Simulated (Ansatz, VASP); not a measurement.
## Sn in VASP and in Ansatz

The input INCAR:

```
SYSTEM = Sn
PREC = Accurate
ENCUT = 520
EDIFF = 1E-7
ISMEAR = -1
SIGMA = 0.05
LREAL = .FALSE.
LASPH = .TRUE.
NELM = 80
ALGO = Normal
ISIF = 2
LWAVE = .FALSE.
LCHARG = .FALSE.
GGA = CA
NBANDS = 13
```

File KPOINTS:

```
regular mesh
0
G
  10 10 10
  0 0 0
```

Contents of POSCAR:

```
Sn
1.0
   -1.8690452773      1.8690452773      1.8690452773
    1.8690452773     -1.8690452773      1.8690452773
    1.8690452773      1.8690452773     -1.8690452773
Sn
1
Direct
    0.0000000000      0.0000000000      0.0000000000
```

input.yaml

```yaml
crystal:
  lattice:
    - [-1.8690452773, 1.8690452773, 1.8690452773]
    - [1.8690452773, -1.8690452773, 1.8690452773]
    - [1.8690452773, 1.8690452773, -1.8690452773]
  atoms:
    - { symbol: Sn, position: [0.0, 0.0, 0.0] }
kpoints:
  mp_grid: { grid: [10, 10, 10] }
scf:
  occupations: { method: fermi_dirac, width: 0.05 }
hamiltonian:
  xc: lda
  pseudopotentials: { kind: all_electron, lapw: { basis_error: 0.001 } }
output:
  forces: true
  stress: true
  eigenvalues: true
```

Change from the starting cell: volume scaled by 0.96.

Alike in both runs: task single point; functional LDA; k mesh 10 × 10 × 10; occupations fermi-dirac, width 0.05 eV; no spin polarisation.

|  | VASP | Ansatz |
| --- | --- | --- |
| version | VASP 6.6.1 | Ansatz 0.2.0 |
| potentials or method | VASP PAW LDA potentials, release 64 (Sn_d), cutoff 520 eV | all-electron LAPW, scalar-relativistic |

|  | VASP | Ansatz | Ansatz less VASP |
| --- | --- | --- | --- |
| gap on the k mesh at the Fermi level (eV) | none | none | - |
| pressure (GPa) | -1.7 | -1.6 | +0.06 |

LDA's correlation is that of Perdew and Zunger in VASP and of Perdew and Wang (1992) in Ansatz. A gap of «none» marks a metal or a gap that the smearing closes. Ansatz ran all-electron here, and VASP with PAW potentials.
